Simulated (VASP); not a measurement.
# Cs2ZnAs2: relaxation of cell and atoms with PBE

The system is Cs2ZnAs2.

```xyz
5
Lattice="4.8057 0.0000 0.0000 -2.4028 4.1619 0.0000 0.0000 0.0000 8.1591" Properties=species:S:1:pos:R:3 pbc="T T T"
Cs    0.0000    2.7746    5.0587
Cs    2.4028    1.3873    3.1005
Zn    0.0000    0.0000    0.0000
As    0.0000    2.7746    2.1214
As    2.4028    1.3873    6.0378
```

```yaml
Program: VASP 6.6.1
Task: relaxation of cell and atoms
Functional: PBE
Potentials_or_basis: VASP PAW PBE potentials, release 64 (Cs_sv, Zn, As)
Cutoff: 600 eV
k_mesh: 6 × 6 × 2
Occupations: gaussian, width 0.1 eV
Spin: no spin polarisation
Dipole_correction: no
Further_INCAR_settings: ALGO = Normal; EDIFF = 1e-06; IBRION = 2; EDIFFG = -0.04; NSW = 90; ISIF = 3
```

```json
{
 "Relaxed volume": "44.08 Å³/atom",
 "Relaxed cell": "a = 4.721 Å, b = 4.721 Å, c = 11.416 Å, α = 90.00°, β = 90.00°, γ = 120.00°",
 "Space group after relaxing (to 0.1 Å)": "P-3m1 (No. 164)",
 "Energy gained by relaxing": "1164.6 meV/atom",
 "Ionic steps": "50",
 "Pressure after relaxing": "0.0 GPa",
 "Largest force after relaxing": "0.021 eV/Å",
 "Band gap on the k mesh": "zero (bands 20 and 21 overlap by 1.52 eV)"
}
```

Forces on the atoms (eV/Å):
```
Cs   0.000  0.000 -0.021
Cs   0.000  0.000  0.021
Zn   0.000  0.000  0.000
As   0.000  0.000  0.017
As   0.000  0.000 -0.017
```

Stress tensor (GPa, compression positive):
```
-0.07  0.00  0.00
 0.00 -0.07  0.00
 0.00  0.00  0.11
```

Step by step:
```csv
step,energy change (eV),largest force (eV/Å),pressure (GPa),volume (Å³)
1,0.0000,3.4715,8.88,163.19
3,-2.1595,1.1182,-0.40,222.48
5,-2.2084,0.8444,-1.08,237.22
7,-2.4137,0.9744,-1.08,227.59
9,-3.8920,1.2267,1.73,162.28
11,-4.1075,0.7663,1.74,162.78
13,-4.7914,0.6004,-1.54,188.63
15,-4.9346,0.5091,-2.86,206.70
17,-5.1852,0.4459,-2.36,196.04
19,-5.2222,0.7426,1.89,178.59
21,-5.4578,0.4498,-0.73,180.69
23,-5.4961,0.2495,0.36,172.28
25,-5.5517,0.1699,0.31,173.67
27,-5.5740,0.2223,-0.01,177.57
29,-5.6102,0.2901,-0.59,187.76
31,-5.6636,0.1697,0.68,189.15
33,-5.7254,0.2054,0.71,200.65
35,-5.7968,0.0721,-0.12,231.32
37,-5.8095,0.0077,-0.03,229.09
39,-5.8149,0.0558,-0.02,227.40
41,-5.8158,0.0461,-0.07,227.31
43,-5.8179,0.0425,-0.01,225.19
45,-5.8196,0.0599,0.15,221.95
47,-5.8210,0.0553,0.13,221.41
49,-5.8221,0.0437,0.05,220.20
50,-5.8230,0.0213,-0.01,220.39
```

Final structure:
```xyz
5
Lattice="4.7214 0.0000 0.0000 -2.3607 4.0888 0.0000 0.0000 0.0000 11.4162" Properties=species:S:1:pos:R:3 pbc="T T T"
Cs    0.0000    2.7259    8.3208
Cs    2.3607    1.3629    3.0954
Zn    0.0000    0.0000    0.0000
As    0.0000    2.7259    0.4757
As    2.3607    1.3629   10.9404
```

Levels at points of the mesh, in eV from the Fermi level:
```
           k point  band 15  band 16  band 17  band 18  band 19  band 20  band 21  band 22  band 23  band 24
(0.00, 0.00, 0.00)    -7.26    -2.57    -2.53    -2.53    -1.43    -1.25    -1.25    -0.92    -0.12     0.62
(0.50, 0.00, 0.00)    -7.06    -4.96    -4.30    -2.34    -1.82     0.07     1.06     1.51     1.55     1.58
(0.00, 0.00, 0.50)    -7.25    -2.68    -2.53    -2.53    -1.27    -1.25    -1.25    -0.82    -0.41     1.55
(0.50, 0.00, 0.50)    -7.06    -4.96    -4.30    -2.33    -1.81     0.12     1.04     1.07     1.56     2.01
```

Wall time 40 min on 1 thread of Intel(R) Xeon(R) Platinum 8259CL CPU @ 2.50GHz (Skylake/Cascade Lake), on a shared host, peak memory 0.39 GiB.

Caveat: the k points lie up to 0.28 Å⁻¹ apart in the final cell, too coarse for converged energies and pressures of a metal; the volume moved by over 15 % at a fixed basis, so the end points are rough; spin-orbit coupling is left out, which moves the levels of the heavy elements.
